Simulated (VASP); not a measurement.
# SnO2 in VASP: further runs

SnO2 is run at these levels: PBE; tasks: single point.

Everything below comes from runs of VASP 6.6.1. Logs are shortened: lines on timing, memory, paths and dates and some standing lists are left out, and cuts for length are marked.

## 1. The cell of the first run

The structure is tetragonal, space group P4_2/mnm (No. 136). Conventional cell: a = 4.827 Å, b = 4.827 Å, c = 3.238 Å, α = 90.00°, β = 90.00°, γ = 90.00°. Sn (site symmetry mmm) has 6 O at 2.09 Å within 2.8 Å. Within 2.8 Å of O (site symmetry m2m) lie 3 Sn at 2.09 Å and 1 O at 2.64 Å.

## 2. Single point, PBE

INCAR

```
PREC = Accurate
ENCUT = 520
EDIFF = 1E-7
ISMEAR = 0
SIGMA = 0.01
LREAL = Auto
LASPH = True
NELM = 100
ALGO = Normal
ISIF = 2
LWAVE = False
LCHARG = False
GGA = PE
NBANDS = 238
LUSENCCL = False
```

KPOINTS

```
Automatic mesh
0
Gamma
  2 2 2
  0.5 0.5 0.5
```

POSCAR

```
SnO2
1.0
    4.8271903445      4.8271903445     -6.4763045098
   -4.8271903445      4.8271903445      6.4763045098
    4.8271903445     -4.8271903445      6.4763045098
Sn O
16 32
Direct
    0.5000000000      0.3750000000      0.3750000000
    0.5000000000      0.6250000000      0.6250000000
    0.5000000000      0.8750000000      0.8750000000
    0.5000000000      0.1250000000      0.1250000000
    0.0000000000      0.8750000000      0.3750000000
    0.0000000000      0.1250000000      0.6250000000
    0.0000000000      0.3750000000      0.8750000000
    0.0000000000      0.6250000000      0.1250000000
    0.0000000000      0.0000000000      0.0000000000
    0.0000000000      0.2500000000      0.2500000000
    0.0000000000      0.5000000000      0.5000000000
    0.0000000000      0.7500000000      0.7500000000
    0.5000000000      0.5000000000      0.0000000000
    0.5000000000      0.7500000000      0.2500000000
    0.5000000000      0.0000000000      0.5000000000
    0.5000000000      0.2500000000      0.7500000000
    0.5000000000      0.5282882616      0.2217117384
    0.5000000000      0.7782882616      0.4717117384
    0.5000000000      0.0282882616      0.7217117384
    0.5000000000      0.2782882616      0.9717117384
    0.0000000000      0.0282882616      0.2217117384
    0.0000000000      0.2782882616      0.4717117384
    0.0000000000      0.5282882616      0.7217117384
    0.0000000000      0.7782882616      0.9717117384
    0.5000000000      0.2217117384      0.5282882616
    0.5000000000      0.4717117384      0.7782882616
    0.5000000000      0.7217117384      0.0282882616
    0.5000000000      0.9717117384      0.2782882616
    0.0000000000      0.7217117384      0.5282882616
    0.0000000000      0.9717117384      0.7782882616
    0.0000000000      0.2217117384      0.0282882616
    0.0000000000      0.4717117384      0.2782882616
    0.3065765231      0.1532882616      0.1532882616
    0.3065765231      0.4032882616      0.4032882616
    0.3065765231      0.6532882616      0.6532882616
    0.3065765231      0.9032882616      0.9032882616
    0.8065765231      0.6532882616      0.1532882616
    0.8065765231      0.9032882616      0.4032882616
    0.8065765231      0.1532882616      0.6532882616
    0.8065765231      0.4032882616      0.9032882616
    0.6934234769      0.3467117384      0.3467117384
    0.6934234769      0.5967117384      0.5967117384
    0.6934234769      0.8467117384      0.8467117384
    0.6934234769      0.0967117384      0.0967117384
    0.1934234769      0.8467117384      0.3467117384
    0.1934234769      0.0967117384      0.5967117384
    0.1934234769      0.3467117384      0.8467117384
    0.1934234769      0.5967117384      0.0967117384
```

Potentials or basis: VASP PAW PBE potentials, release 64 (Sn_d, O).

Launch:

```sh
> cat potpaw_PBE.64/Sn_d/POTCAR potpaw_PBE.64/O/POTCAR > POTCAR
> mpirun -np 1 vasp_std > vasp.out
```

OUTCAR:

```text
PREC = Accurate
   ENCUT = 520
   EDIFF = 1E-7
   ISMEAR = 0
   LREAL = Auto
   LASPH = True
   NELM = 100
   ISIF = 2
   GGA = PE

 ion  position               nearest neighbor table
   1  0.500  0.375  0.375-  33 2.09  42 2.09  41 2.09  34 2.09  17 2.09  25 2.09   2 3.24   4 3.24

   2  0.500  0.625  0.625-  34 2.09  43 2.09  42 2.09  35 2.09  18 2.09  26 2.09   1 3.24   3 3.24

   3  0.500  0.875  0.875-  35 2.09  44 2.09  43 2.09  36 2.09  19 2.09  27 2.09   2 3.24   4 3.24

   4  0.500  0.125  0.125-  36 2.09  41 2.09  33 2.09  44 2.09  20 2.09  28 2.09   1 3.24   3 3.24

   5  0.000  0.875  0.375-  37 2.09  46 2.09  45 2.09  38 2.09  21 2.09  29 2.09   6 3.24   8 3.24

   6  0.000  0.125  0.625-  38 2.09  47 2.09  46 2.09  39 2.09  22 2.09  30 2.09   5 3.24   7 3.24
[... 51 lines left out ...]
  47  0.193  0.347  0.847-   6 2.09   7 2.09  13 2.09
  48  0.193  0.597  0.097-   7 2.09   8 2.09  14 2.09

  LATTYP: Found a body centered tetragonal cell.
 ALAT       =     9.6543806890
 C/A-ratio  =     1.3416302337

  Lattice vectors:

 A1 = (   4.8271903445,  -4.8271903445,  -6.4763045098)
 A2 = (  -4.8271903445,   4.8271903445,  -6.4763045098)
 A3 = (   4.8271903445,   4.8271903445,   6.4763045098)

Analysis of symmetry for initial positions (statically):
=====================================================================
 Subroutine PRICEL returns following result:

  LATTYP: Found a simple tetragonal cell.
 ALAT       =     4.8271903445
 C/A-ratio  =     0.6708151168

  Lattice vectors:

 A1 = (  -4.8271903445,   0.0000000000,   0.0000000000)
 A2 = (   0.0000000000,  -4.8271903445,  -0.0000000000)
 A3 = (   0.0000000000,   0.0000000000,   3.2381522549)

   8 primitive cells build up your supercell.

 Routine SETGRP: Setting up the symmetry group for a
 body centered tetragonal supercell.

 Subroutine GETGRP returns: Found 16 space group operations
 (whereof  8 operations were pure point group operations)
 out of a pool of 16 trial point group operations.

The static configuration has the point symmetry D_2h.
 The point group associated with its full space group is D_4h.

Analysis of symmetry for dynamics (positions and initial velocities):
=====================================================================
 Subroutine PRICEL returns following result:

  LATTYP: Found a simple tetragonal cell.
 ALAT       =     4.8271903445
 C/A-ratio  =     0.6708151168

  Lattice vectors:

 A1 = (  -4.8271903445,   0.0000000000,   0.0000000000)
 A2 = (   0.0000000000,  -4.8271903445,  -0.0000000000)
 A3 = (   0.0000000000,   0.0000000000,   3.2381522549)

   8 primitive cells build up your supercell.

 Routine SETGRP: Setting up the symmetry group for a
 body centered tetragonal supercell.

 Subroutine GETGRP returns: Found 16 space group operations
 (whereof  8 operations were pure point group operations)
 out of a pool of 16 trial point group operations.

The dynamic configuration has the point symmetry D_2h.
 The point group associated with its full space group is D_4h.

 Subroutine INISYM returns: Found 16 space group operations
 (whereof  8 operations are pure point group operations),
 and found     8 'primitive' translations

----------------------------------------------------------------------------------------

                                     Primitive cell

  volume of cell :      75.4547

  direct lattice vectors                    reciprocal lattice vectors
    -4.827190344  0.000000000  0.000000000    -0.207159844 -0.000000000  0.000000000
     0.000000000 -4.827190344 -0.000000000     0.000000000 -0.207159844  0.000000000
     0.000000000  0.000000000  3.238152255     0.000000000 -0.000000000  0.308818092

  length of vectors
     4.827190344  4.827190344  3.238152255     0.207159844  0.207159844  0.308818092

  position of ions in fractional coordinates (direct lattice)
     0.500000000  0.500000000  0.500000000
     0.000000000 -0.000000000  1.000000000
     0.806576523  0.193423477  0.500000000
     0.193423477  0.806576523  0.500000000
     0.693423477  0.693423477  0.000000000
     0.306576523  0.306576523  1.000000000

  ion indices of the primitive-cell ions
   primitive index   ion index
                 1           1
                 2          13
                 3          17
                 4          25
                 5          34
                 6          41

----------------------------------------------------------------------------------------

 KPOINTS: Automatic mesh

Automatic generation of k-mesh.
 Grid dimensions read from file:
 generate k-points for:    2    2    2

 Generating k-lattice:

  Cartesian coordinates                     Fractional coordinates (reciprocal lattice)
     0.051789961  0.051789961  0.000000000     0.500000000  0.000000000  0.000000000
     0.000000000  0.051789961  0.038602261     0.000000000  0.500000000  0.000000000
     0.051789961  0.000000000  0.038602261     0.000000000  0.000000000  0.500000000

  Length of vectors
     0.073242065  0.064593612  0.064593612

  Shift w.r.t. Gamma in fractional coordinates (k-lattice)
     0.500000000  0.500000000  0.500000000

 Subroutine IBZKPT returns following result:
 ===========================================

 Found      3 irreducible k-points:

 Following reciprocal coordinates:
            Coordinates               Weight
  0.250000  0.250000  0.250000      2.000000
 -0.250000  0.250000  0.250000      2.000000
  0.250000 -0.250000  0.250000      4.000000
   k-points           NKPTS =      3   k-points in BZ     NKDIM =      3   number of bands    NBANDS=    238
   number of dos      NEDOS =    301   number of ions     NIONS =     48
   total plane-waves  NPLWV = 343000
   dimension x,y,z NGX =    70 NGY =   70 NGZ =   70
   dimension x,y,z NGXF=   140 NGYF=  140 NGZF=  140
   ions per type =              16  32
   NGX,Y,Z   is equivalent  to a cutoff of  12.37, 12.37, 12.37 a.u.
   NGXF,Y,Z  is equivalent  to a cutoff of  24.73, 24.73, 24.73 a.u.
 SYSTEM =  unknown system
   PREC   = accura    normal or accurate (medium, high low for compatibility)
   ISTART =      0    job   : 0-new  1-cont  2-samecut
   ICHARG =      2    charge: 1-file 2-atom 10-const
   ISPIN  =      1    spin polarized calculation?
   LNONCOLLINEAR =      F non collinear calculations
   LSORBIT =      F    spin-orbit coupling
   LASPH  =      T    aspherical Exc in radial PAW
   ENCUT  =  520.0 eV  38.22 Ry    6.18 a.u.  17.50 17.50 17.50*2*pi/ulx,y,z
   NELM   =    100;   NELMIN=  2; NELMDL= -5     # of ELM steps
   EDIFF  = 0.1E-06   stopping-criterion for ELM
   LREAL  =      T    real-space projection
   EDIFFG = 0.1E-05   stopping-criterion for IOM
   NSW    =      0    number of steps for IOM
   IBRION =     -1    ionic relax: 0-MD 1-quasi-New 2-CG
   NFREE  =      0    steps in history (QN), initial steepest desc. (CG)
   ISIF   =      2    stress and relaxation
   ISYM   =      2    0-nonsym 1-usesym 2-fastsym
   POTIM  = 0.5000    time-step for ionic-motion
   TEBEG  =    0.0;   TEEND  =   0.0 temperature during run
   PSTRESS=    0.0 pullay stress
   NELECT =     416.0000    total number of electrons
   NUPDOWN=      -1.0000    fix difference up-down
   EMIN   =  10.00;   EMAX   =-10.00  energy-range for DOS
   EFERMI =   0.00;   METHOD = LEGACY
   ISMEAR =     0;   SIGMA  =   0.01  broadening in eV -4-tet -1-fermi 0-gaus
   EFERMI_NEDOS =   21; number of points for ismear=-14 and -15
   IALGO  =     38    algorithm
   IMIX   =      4    mixing-type and parameters
     AMIX     =   0.40;   BMIX     =  1.00
     AMIX_MAG =   1.60;   BMIX_MAG =  1.00
  volume/ion in A,a.u.               =      12.58        84.87
  Fermi-wavevector in a.u.,A,eV,Ry     =   1.446041  2.732621 28.450248  2.091034
  Thomas-Fermi vector in A             =   2.564154
   LORBIT       =      0    0 simple, 1 ext, 2 COOP (PROOUT), +10 PAW based schemes
   GGA     = PE    functional components
   LHFCALC =     F    Hartree Fock is set to
   AEXX    =    0.0000 exact exchange contribution
   IVDW    =     0    specifies the selected vdW correction
   LEPSILON=     F    determine dielectric tensor
   LRPA    =     F    only Hartree local field effects (RPA)
 non-spin polarized calculation
 Gauss-broadening in eV      SIGMA  =   0.01
  energy-cutoff  :      520.00
  volume of cell :      603.64
 maximum number of plane-waves:     16284
 NGX is ok and might be reduce to    70

 number of electron     415.9999981 magnetization

 Free energy of the ion-electron system (eV)
  ---------------------------------------------------
  ext. energy  EPLUGINS =         0.00000000
  ---------------------------------------------------
  free energy    TOTEN  =      -298.54697164 eV

  energy without entropy =     -298.54697164  energy(sigma->0) =     -298.54697164

 E-fermi :   5.5089     XC(G=0): -10.9765

 val. band max:        5.4137075700   @ k =  -0.2500   0.2500   0.2500
 cond. band min:       7.2148928776   @ k =  -0.2500   0.2500   0.2500
 fundamental gap:      1.8011853076
 Fermi energy:         5.5088612198

 k-point     1 :       0.2500    0.2500    0.2500
  band No.  band energies     occupation
      1     -15.3759      2.00000
      2     -15.3759      2.00000
      3     -15.3758      2.00000
      4     -15.3758      2.00000
      5     -15.3182      2.00000
      6     -15.3182      2.00000
[... 212 lines left out ...]
    219      10.7226      0.00000
    220      10.7226      0.00000

 k-point     2 :      -0.2500    0.2500    0.2500
  band No.  band energies     occupation
      1     -15.4380      2.00000
      2     -15.3744      2.00000
      3     -15.3744      2.00000
      4     -15.3744      2.00000
      5     -15.3744      2.00000
      6     -15.2158      2.00000
[... 212 lines left out ...]
    219      11.1319      0.00000
    220      11.1319      0.00000

 k-point     3 :       0.2500   -0.2500    0.2500
  band No.  band energies     occupation
      1     -15.4197      2.00000
      2     -15.3825      2.00000
      3     -15.3824      2.00000
      4     -15.3780      2.00000
      5     -15.3780      2.00000
      6     -15.2701      2.00000
[... 212 lines left out ...]
    219      10.4676      0.00000
    220      10.7163      0.00000
 [bands above 220 left out]

------------------------ aborting loop because EDIFF is reached ----------------------------------------

  FORCE on cell =-STRESS in cart. coord.  units (eV):
  Direction    XX          YY          ZZ          XY          YZ          ZX
  --------------------------------------------------------------------------------------
  -------------------------------------------------------------------------------------
  Total        1.9500395      1.9500395      3.0112630      0.0000000      0.0000000      0.0000000
  in kB        5.1758049      5.1758049      7.9925096      0.0000000      0.0000000      0.0000000
  external PRESSURE =       6.1147065 kB  Pullay stress =       0.0000000 kB

 VOLUME and BASIS-vectors are now :
 -----------------------------------------------------------------------------
  energy-cutoff  :      520.00
  volume of cell :      603.64
      direct lattice vectors                 reciprocal lattice vectors
     4.827190344  4.827190344 -6.476304510     0.103579922  0.103579922  0.000000000
    -4.827190344  4.827190344  6.476304510     0.000000000  0.103579922  0.077204523
     4.827190344 -4.827190344  6.476304510     0.103579922  0.000000000  0.077204523

 POSITION                                       TOTAL-FORCE (eV/Angst)
 -----------------------------------------------------------------------------------
      2.41360      2.41360      1.61908         0.000000     -0.000000      0.000000
      2.41360      2.41360      4.85723        -0.000000      0.000000      0.000000
      2.41360      2.41360      8.09538         0.000000      0.000000      0.000000
      2.41360      2.41360     -1.61908        -0.000000      0.000000      0.000000
     -2.41360      2.41360      8.09538         0.000000     -0.000000      0.000000
      2.41360     -2.41360      4.85723         0.000000     -0.000000      0.000000
[... 40 lines left out ...]
      3.34729     -1.47990      6.47630         0.011515      0.011515      0.000000
     -1.47990      3.34729      3.23815         0.011515      0.011515      0.000000
 -----------------------------------------------------------------------------------
    total drift:                                0.000000     -0.000000      0.000000

  FREE ENERGIE OF THE ION-ELECTRON SYSTEM (eV)
  ---------------------------------------------------
  free  energy   TOTEN  =      -298.5469716423 eV

  energy  without entropy=     -298.5469716423  energy(sigma->0) =     -298.54697164
```

Wall time 94 s (1 × NVIDIA H100 80GB with 1 thread of AMD EPYC 7R13 (Zen 3), shared host); peak memory 1.7 GiB.

What came out:

```
Free energy            : -298.5470 eV
Pressure               : 0.6 GPa
Largest force          : 0.016 eV/Å
Band gap on the k mesh : 1.80 eV
```

Forces in eV/Å, atoms in the order of the input:
```
Sn   0.000  0.000  0.000
Sn   0.000  0.000  0.000
Sn   0.000  0.000  0.000
Sn   0.000  0.000  0.000
Sn   0.000  0.000  0.000
Sn   0.000  0.000  0.000
Sn   0.000  0.000  0.000
Sn   0.000  0.000  0.000
Sn   0.000  0.000  0.000
Sn   0.000  0.000  0.000
Sn   0.000  0.000  0.000
Sn   0.000  0.000  0.000
Sn   0.000  0.000  0.000
Sn   0.000  0.000  0.000
Sn   0.000  0.000  0.000
Sn   0.000  0.000  0.000
O    0.012 -0.012  0.000
O    0.012 -0.012  0.000
O    0.012 -0.012  0.000
O    0.012 -0.012  0.000
O    0.012 -0.012  0.000
O    0.012 -0.012  0.000
O    0.012 -0.012  0.000
O    0.012 -0.012  0.000
O   -0.012  0.012  0.000
O   -0.012  0.012  0.000
O   -0.012  0.012  0.000
O   -0.012  0.012  0.000
O   -0.012  0.012  0.000
O   -0.012  0.012  0.000
O   -0.012  0.012  0.000
O   -0.012  0.012  0.000
O   -0.012 -0.012  0.000
O   -0.012 -0.012  0.000
O   -0.012 -0.012  0.000
O   -0.012 -0.012  0.000
O   -0.012 -0.012  0.000
O   -0.012 -0.012  0.000
O   -0.012 -0.012  0.000
O   -0.012 -0.012  0.000
O    0.012  0.012  0.000
O    0.012  0.012  0.000
O    0.012  0.012  0.000
O    0.012  0.012  0.000
O    0.012  0.012  0.000
O    0.012  0.012  0.000
O    0.012  0.012  0.000
O    0.012  0.012  0.000
```

Levels at points of the mesh, in eV from the valence-band top:
```tsv
k point	band 204	band 205	band 206	band 207	band 208	band 209	band 210	band 211	band 212	band 213
(0.25, 0.25, 0.25)	-0.65	-0.28	-0.28	-0.28	-0.28	3.29	3.29	3.29	3.29	4.89
```

Caveat: spin-orbit coupling is left out, which moves the levels of the heavy elements; a shifted mesh leaves out Γ, where band edges can lie. A k mesh can miss the band edges.

## 3. Single point, PBE

This run uses another cell than the first one: it holds 6 atoms, not 48.

INCAR

```
SYSTEM = SnO2
PREC     = Accurate       ! precision mode
ENCUT    = 600            ! plane-wave cutoff, eV
EDIFF    = 1E-6           ! SCF threshold, eV
ISMEAR   = 0              ! smearing method
SIGMA    = 0.02           ! smearing width, eV
LREAL    = .FALSE.        ! projectors in reciprocal space
LASPH    = .TRUE.         ! aspherical terms in the spheres
NELM     = 120            ! most SCF steps
ALGO     = Normal         ! electronic algorithm
ISIF     = 2              ! what is computed and relaxed
LWAVE    = .FALSE.        ! write WAVECAR
LCHARG   = .FALSE.        ! write CHGCAR
GGA      = PE             ! functional
NBANDS   = 35             ! bands
GGA_COMPAT= .FALSE.
```

KPOINTS

```
regular mesh
0
G
  6 6 8
  0 0 0
```

POSCAR

```
SnO2
1.0
    4.8271903440      0.0000000000      0.0000000000
    0.0000000000      4.8271903440      0.0000000000
    0.0000000000      0.0000000000      3.2381522517
Sn O
2 4
Direct
    0.5000000000      0.5000000000      0.5000000000
    0.0000000000      0.0000000000      0.0000000000
    0.1934234765      0.8065765235      0.5000000000
    0.8065765235      0.1934234765      0.5000000000
    0.3065765235      0.3065765235      0.0000000000
    0.6934234765      0.6934234765      0.0000000000
```

Potentials or basis: VASP PAW PBE potentials, release 64 (Sn_d, O).

Launch:

```sh
> cat potpaw_PBE.64/Sn_d/POTCAR potpaw_PBE.64/O/POTCAR > POTCAR
> mpirun -np 1 vasp_std > vasp.out
```

Run time: 3.8 min. Hardware: 1 thread of Oxide Virtual Turin-like, shared host; peak memory 0.24 GiB.

The run converged. Its results:

```
Free energy            : -37.3202 eV
Pressure               : 0.4 GPa
Largest force          : 0.016 eV/Å
Band gap on the k mesh : 0.67 eV
```

Forces on the atoms (eV/Å):
```
Sn   0.000  0.000  0.000
Sn   0.000  0.000  0.000
O    0.011 -0.011  0.000
O   -0.011  0.011  0.000
O   -0.011 -0.011  0.000
O    0.011  0.011  0.000
```

Stress tensor (GPa, compression positive):
```
0.36 0.00 0.00
0.00 0.36 0.00
0.00 0.00 0.63
```

Levels at points of the mesh, in eV from the valence-band top:
```csv
k point,band 24,band 25,band 26,band 27,band 28,band 29
"(0.00, 0.00, 0.00)",-0.74,-0.74,0.00,0.67,5.69,6.06
"(0.50, 0.00, 0.00)",-1.21,-0.61,-0.61,3.88,3.88,6.81
"(0.50, 0.50, 0.00)",-1.33,-0.85,-0.85,4.27,4.27,7.15
"(0.00, 0.00, 0.50)",-1.53,-1.18,-1.18,5.59,5.59,9.36
"(0.50, 0.00, 0.50)",-1.02,-0.75,-0.75,5.85,5.85,7.61
"(0.50, 0.50, 0.50)",-0.92,-0.78,-0.78,4.35,4.35,8.61
```

Caveat: semilocal functionals underestimate gaps, and a narrow one can read as zero; spin-orbit coupling is left out, which moves the levels of the heavy elements.

(Continued in part 2 of 2.)
